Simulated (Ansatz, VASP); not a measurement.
Two plane-wave programs on Cu

```
Cu
1.0
    11.57025    0.00000    0.00000
     0.00000    2.23821    0.00000
    -4.59562    0.00000   21.74339
Cu
1
Direct
  0.50000 0.50000 0.50000
```

Alike in both runs: task single point; functional r2SCAN; k mesh 3 × 15 × 2; occupations gaussian, width 0.3 eV; no spin polarisation.

```csv
,VASP,Ansatz
version,VASP 6.6.1,Ansatz 0.2.0
potentials or method,"VASP PAW PBE potentials, release 64 (Cu), cutoff 520 eV","plane waves, PAW"
valence electrons in the cell,11,19
```

|  | VASP | Ansatz | Ansatz less VASP |
| --- | --- | --- | --- |
| pressure (GPa) | 0.0 | 0.0 | 0.00 |
| traceless stress, the component that is largest in VASP (GPa) | 0.07 | 0.05 | -0.015 |

VASP's potentials were made for PBE, not for r2SCAN. VASP's potentials hold 11 valence electrons a cell and Ansatz's 19, so a difference there can come from the potentials and not from the codes.
